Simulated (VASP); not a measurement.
# C18N in VASP: single point with LDA

Aim: the single point of C18N with LDA.

Everything below comes from runs of VASP 6.6.1. Logs are shortened: lines on timing, memory, paths and dates and some standing lists are left out, and cuts for length are marked.

## Step 1: The cell of the first run

The cell holds a slab with vacuum, 19 atoms: a = 7.398 Å, b = 7.398 Å, c = 11.000 Å, α = 90.00°, β = 90.00°, γ = 120.00°.

## Step 2: Single point, LDA, collinear spin, ferromagnetic start

Contents of INCAR:

```
PREC = Accurate
ENCUT = 520
EDIFF = 1E-6
ISMEAR = 0
SIGMA = 0.05
LREAL = Auto
LASPH = True
NELM = 150
ALGO = Normal
ISIF = 2
LWAVE = False
LCHARG = True
ISPIN = 2
MAGMOM = 0 0 0 0 0 0 0 0 0 0 0 0 0 0 0 0 0 0 0.25
LORBIT = 11
GGA = CA
LELF = True
LVHAR = True
NBANDS = 58
```

Contents of KPOINTS:

```
Automatic mesh
0
Gamma
  2 2 1
```

Contents of POSCAR:

```
C18N
1.0
    7.3980000000      0.0000000000      0.0000000000
   -3.6990000000      6.4068560000      0.0000000000
    0.0000000000      0.0000000000     11.0000000000
C N
18 1
Direct
   -0.0003278266     -0.0057867697      0.0910650909
    0.2186536603      0.1069315433      0.0830565455
   -0.0003765848      0.3346355841      0.0909093636
    0.2186178936      0.4409443571      0.0830147273
   -0.0019266660      0.6636543728      0.0857839091
    0.2179365011      0.7735964411      0.0847221818
    0.3299342804     -0.0033450104      0.0834282727
    0.5488824720      0.1093272582      0.0914975455
    0.3306940070      0.3299727667      0.0843259091
    0.5505745497      0.4399028166      0.0859421818
    0.3299014890      0.6625015452      0.0834789091
    0.5488282843      0.7687160442      0.0916541818
    0.6545973365     -0.0081156811      0.1180784545
    0.8939054110      0.1115372345      0.1176738182
    0.6621898096      0.3288154127      0.0893626364
    0.8864454422      0.4409346800      0.0891156364
    0.6621818386      0.6625813035      0.0895881818
    0.8864500470      0.7747278853      0.0893418182
    0.7747184609      1.0517637668      0.2279608182
```

Potentials or basis: VASP PAW LDA potentials, release 64 (C, N).

The run is started by

```
$ cat potpaw_LDA.64/C/POTCAR potpaw_LDA.64/N/POTCAR > POTCAR
$ mpirun -np 1 vasp_std > vasp.out
```

OUTCAR:

```text
PREC = Accurate
   ENCUT = 520
   EDIFF = 1E-6
   ISMEAR = 0
   LREAL = Auto
   LASPH = True
   NELM = 150
   ISIF = 2
   ISPIN = 2
   LORBIT = 11
   GGA = CA

 ion  position               nearest neighbor table
   1  1.000  0.994  0.091-   2 1.41  18 1.41  14 1.46
   2  0.219  0.107  0.083-   1 1.41   7 1.42   9 1.43
   3  1.000  0.335  0.091-   4 1.41  16 1.41  14 1.46
   4  0.219  0.441  0.083-   3 1.41  11 1.42   9 1.43
   5  0.998  0.664  0.086-   6 1.41  18 1.43  16 1.43
   6  0.218  0.774  0.085-   5 1.41   7 1.43  11 1.43
   7  0.330  0.997  0.083-   8 1.41   2 1.42   6 1.43
   8  0.549  0.109  0.091-   7 1.41  15 1.41  13 1.46
   9  0.331  0.330  0.084-  10 1.41   2 1.43   4 1.43
  10  0.551  0.440  0.086-   9 1.41  17 1.43  15 1.43
  11  0.330  0.663  0.083-  12 1.41   4 1.42   6 1.43
  12  0.549  0.769  0.092-  11 1.41  17 1.41  13 1.46
  13  0.655  0.992  0.118-  19 1.43  12 1.46   8 1.46  14 1.53
  14  0.894  0.112  0.118-  19 1.43   1 1.46   3 1.46  13 1.53
  15  0.662  0.329  0.089-   8 1.41  10 1.43  16 1.44
  16  0.886  0.441  0.089-   3 1.41   5 1.43  15 1.44
  17  0.662  0.663  0.090-  12 1.41  10 1.43  18 1.44
  18  0.886  0.775  0.089-   1 1.41   5 1.43  17 1.44
  19  0.775  0.052  0.228-  13 1.43  14 1.43

  LATTYP: Found a hexagonal cell.
 ALAT       =     7.3980000000
 C/A-ratio  =     1.4868883482

  Lattice vectors:

 A1 = (   7.3980000000,   0.0000000000,   0.0000000000)
 A2 = (  -3.6990000000,   6.4068560000,   0.0000000000)
 A3 = (   0.0000000000,   0.0000000000,  11.0000000000)

Analysis of symmetry for initial positions (statically):
=====================================================================
 Subroutine PRICEL returns:
 Original cell was already a primitive cell.

 Routine SETGRP: Setting up the symmetry group for a
 hexagonal supercell.

 Subroutine GETGRP returns: Found  1 space group operations
 (whereof  1 operations were pure point group operations)
 out of a pool of 24 trial point group operations.

The static configuration has the point symmetry C_1 .

Analysis of symmetry for dynamics (positions and initial velocities):
=====================================================================
 Subroutine PRICEL returns:
 Original cell was already a primitive cell.

 Routine SETGRP: Setting up the symmetry group for a
 hexagonal supercell.

 Subroutine GETGRP returns: Found  1 space group operations
 (whereof  1 operations were pure point group operations)
 out of a pool of 24 trial point group operations.

The dynamic configuration has the point symmetry C_1 .

Analysis of structural, dynamic, and magnetic symmetry:
=====================================================================
 Subroutine PRICEL returns:
 Original cell was already a primitive cell.

 Routine SETGRP: Setting up the symmetry group for a
 hexagonal supercell.

 Subroutine GETGRP returns: Found  1 space group operations
 (whereof  1 operations were pure point group operations)
 out of a pool of 24 trial point group operations.

The overall configuration has the point symmetry C_1 .

 Subroutine INISYM returns: Found  1 space group operations
 (whereof  1 operations are pure point group operations),
 and found     1 'primitive' translations

----------------------------------------------------------------------------------------

                                     Primitive cell

  volume of cell :     521.3771

  direct lattice vectors                    reciprocal lattice vectors
     7.398000000  0.000000000  0.000000000     0.135171668  0.078041398  0.000000000
    -3.699000000  6.406856000  0.000000000     0.000000000  0.156082796  0.000000000
     0.000000000  0.000000000 11.000000000     0.000000000  0.000000000  0.090909091

  length of vectors
     7.398000000  7.398000054 11.000000000     0.156082797  0.156082796  0.090909091

  position of ions in fractional coordinates (direct lattice)
[... 72 lines left out ...]
  0.000000  0.500000  0.000000      1.000000
  0.500000  0.500000  0.000000      1.000000
   k-points           NKPTS =      4   k-points in BZ     NKDIM =      4   number of bands    NBANDS=     58
   number of dos      NEDOS =    301   number of ions     NIONS =     19
   total plane-waves  NPLWV = 263424
   dimension x,y,z NGX =    56 NGY =   56 NGZ =   84
   dimension x,y,z NGXF=   112 NGYF=  112 NGZF=  168
   ions per type =              18   1
   NGX,Y,Z   is equivalent  to a cutoff of  12.58, 12.58, 12.70 a.u.
   NGXF,Y,Z  is equivalent  to a cutoff of  25.17, 25.17, 25.39 a.u.
 SYSTEM =  unknown system
   PREC   = accura    normal or accurate (medium, high low for compatibility)
   ISTART =      0    job   : 0-new  1-cont  2-samecut
   ICHARG =      2    charge: 1-file 2-atom 10-const
   ISPIN  =      2    spin polarized calculation?
   LNONCOLLINEAR =      F non collinear calculations
   LSORBIT =      F    spin-orbit coupling
   LASPH  =      T    aspherical Exc in radial PAW
   ENCUT  =  520.0 eV  38.22 Ry    6.18 a.u.  13.76 13.76 20.45*2*pi/ulx,y,z
   NELM   =    150;   NELMIN=  2; NELMDL= -5     # of ELM steps
   EDIFF  = 0.1E-05   stopping-criterion for ELM
   LREAL  =      T    real-space projection
   EDIFFG = 0.1E-04   stopping-criterion for IOM
   NSW    =      0    number of steps for IOM
   IBRION =     -1    ionic relax: 0-MD 1-quasi-New 2-CG
   NFREE  =      0    steps in history (QN), initial steepest desc. (CG)
   ISIF   =      2    stress and relaxation
   ISYM   =      2    0-nonsym 1-usesym 2-fastsym
   POTIM  = 0.5000    time-step for ionic-motion
   TEBEG  =    0.0;   TEEND  =   0.0 temperature during run
   PSTRESS=    0.0 pullay stress
   NELECT =      77.0000    total number of electrons
   NUPDOWN=      -1.0000    fix difference up-down
   EMIN   =  10.00;   EMAX   =-10.00  energy-range for DOS
   EFERMI =   0.00;   METHOD = LEGACY
   ISMEAR =     0;   SIGMA  =   0.05  broadening in eV -4-tet -1-fermi 0-gaus
   EFERMI_NEDOS =   21; number of points for ismear=-14 and -15
   IALGO  =     38    algorithm
   IMIX   =      4    mixing-type and parameters
     AMIX     =   0.40;   BMIX     =  1.00
     AMIX_MAG =   1.60;   BMIX_MAG =  1.00
  volume/ion in A,a.u.               =      27.44       185.18
  Fermi-wavevector in a.u.,A,eV,Ry     =   0.865342  1.635259 10.188269  0.748817
  Thomas-Fermi vector in A             =   1.983571
   LORBIT       =     11    0 simple, 1 ext, 2 COOP (PROOUT), +10 PAW based schemes
   GGA     = CA    functional components
   LHFCALC =     F    Hartree Fock is set to
   AEXX    =    0.0000 exact exchange contribution
   IVDW    =     0    specifies the selected vdW correction
   LEPSILON=     F    determine dielectric tensor
   LRPA    =     F    only Hartree local field effects (RPA)
 spin polarized calculation
 Gauss-broadening in eV      SIGMA  =   0.05
  energy-cutoff  :      520.00
  volume of cell :      521.38
 maximum number of plane-waves:     14099
 NGX is ok and might be reduce to    56
   NGX = 27   NGY = 27   NGZ = 41

 number of electron      76.9999998 magnetization       0.4999893

 Free energy of the ion-electron system (eV)
  ---------------------------------------------------
  ext. energy  EPLUGINS =         0.00000000
  ---------------------------------------------------
  free energy    TOTEN  =      -186.18530302 eV

  energy without entropy =     -186.17652840  energy(sigma->0) =     -186.18091571

 E-fermi :  -2.2805     XC(G=0):  -4.2147

 val. band max:       -2.2860398251   @ k =   0.5000   0.5000   0.0000
 cond. band min:      -2.0984681226   @ k =   0.5000  -0.0000   0.0000
 fundamental gap:      0.1875717025
 Fermi energy:        -2.2805401012

 spin component 1

 k-point     1 :       0.0000    0.0000    0.0000
  band No.  band energies     occupation
      1     -22.7392      1.00000
      2     -20.7613      1.00000
      3     -18.9116      1.00000
      4     -18.8676      1.00000
      5     -18.7798      1.00000
      6     -18.7520      1.00000
[... 201 lines left out ...]
     49       4.1705      0.00000
     50       4.2836      0.00000
 Fermi energy:        -2.2805401012

 spin component 2

 k-point     1 :       0.0000    0.0000    0.0000
  band No.  band energies     occupation
      1     -22.5520      1.00000
      2     -20.7082      1.00000
      3     -18.9071      1.00000
      4     -18.8560      1.00000
      5     -18.7701      1.00000
      6     -18.7488      1.00000
[... 201 lines left out ...]
     49       4.1753      0.00000
     50       4.2899      0.00000
 [bands above 50 left out]

------------------------ aborting loop because EDIFF is reached ----------------------------------------

  FORCE on cell =-STRESS in cart. coord.  units (eV):
  Direction    XX          YY          ZZ          XY          YZ          ZX
  --------------------------------------------------------------------------------------
  -------------------------------------------------------------------------------------
  Total       -5.7909997     -4.6138693      0.1718676     -1.0218326      0.0354559      0.0033184
  in kB      -17.7955801    -14.1782914      0.5281444     -3.1400630      0.1089549      0.0101973
  external PRESSURE =     -10.4819090 kB  Pullay stress =       0.0000000 kB

 VOLUME and BASIS-vectors are now :
 -----------------------------------------------------------------------------
  energy-cutoff  :      520.00
  volume of cell :      521.38
      direct lattice vectors                 reciprocal lattice vectors
     7.398000000  0.000000000  0.000000000     0.135171668  0.078041398  0.000000000
    -3.699000000  6.406856000  0.000000000     0.000000000  0.156082796  0.000000000
     0.000000000  0.000000000 11.000000000     0.000000000  0.000000000  0.090909091

 POSITION                                       TOTAL-FORCE (eV/Angst)
 -----------------------------------------------------------------------------------
      3.71798      6.36978      1.00172        -0.004852     -0.001474     -0.006240
      1.22206      0.68509      0.91362         0.007437      0.008851      0.000302
      6.15740      2.14396      1.00000        -0.001326     -0.006322      0.005949
     -0.01372      2.82507      0.91316         0.012058     -0.002012      0.005268
      4.92889      4.25194      0.94362        -0.004891     -0.003167      0.004055
     -1.24924      4.95632      0.93194         0.009045     -0.001549     -0.010330
[... 11 lines left out ...]
      3.69224      4.96357      0.98276        -0.006504      0.003720      0.000634
      5.53989      0.33164      2.50757         0.002021      0.020331      0.260413
 -----------------------------------------------------------------------------------
    total drift:                               -0.009008      0.005265     -0.004424

  FREE ENERGIE OF THE ION-ELECTRON SYSTEM (eV)
  ---------------------------------------------------
  free  energy   TOTEN  =      -186.1853030164 eV

  energy  without entropy=     -186.1765284022  energy(sigma->0) =     -186.18091571

 total charge

# of ion       s       p       d       tot
------------------------------------------
    1        0.859   1.786   0.000   2.646
    2        0.858   1.795   0.000   2.652
    3        0.859   1.786   0.000   2.645
    4        0.858   1.795   0.000   2.652
    5        0.854   1.794   0.000   2.648
    6        0.852   1.800   0.000   2.652
[... 11 lines left out ...]
   18        0.853   1.787   0.000   2.640
   19        1.301   2.377   0.000   3.677
--------------------------------------------------
tot         16.649  34.634   0.000  51.283

 magnetization (x)

# of ion       s       p       d       tot
------------------------------------------
    1        0.003   0.007   0.000   0.010
    2        0.000   0.001   0.000   0.001
    3        0.003   0.007   0.000   0.010
    4        0.000   0.001   0.000   0.001
    5        0.000  -0.000   0.000  -0.000
    6        0.000   0.001   0.000   0.001
[... 11 lines left out ...]
   18       -0.000  -0.001   0.000  -0.001
   19        0.007   0.311   0.000   0.318
--------------------------------------------------
tot          0.016   0.333   0.000   0.349
```

Wall time 18 min (1 thread of Oxide Virtual Turin-like, shared host); peak memory 0.5 GiB.

What came out:

```
Free energy                                           : -186.1853 eV
Largest force                                         : 0.261 eV/Å
Net moment                                            : 0.50 μB per cell
Site moments                                          : C +0.01, +0.00, -0.00 (each value once); N +0.32 μB
Valence electrons inside the program's atomic spheres : C 2.65, 2.63, 2.64 (each value once); N 3.68
```

Forces on the atoms (eV/Å):
```
C   -0.005 -0.001 -0.006
C    0.007  0.009  0.000
C   -0.001 -0.006  0.006
C    0.012 -0.002  0.005
C   -0.005 -0.003  0.004
C    0.009 -0.002 -0.010
C   -0.003 -0.017 -0.012
C    0.014 -0.002 -0.016
C   -0.017 -0.005  0.009
C   -0.001 -0.003 -0.009
C   -0.017 -0.003 -0.015
C    0.007  0.013 -0.029
C   -0.084 -0.044 -0.102
C    0.086  0.053 -0.091
C   -0.005 -0.005  0.001
C    0.005 -0.007  0.014
C    0.001  0.002 -0.010
C   -0.007  0.004  0.001
N    0.002  0.020  0.260
```

Caveat: the k points lie up to 0.49 Å⁻¹ apart; there is no dipole correction, which matters where the two faces differ.
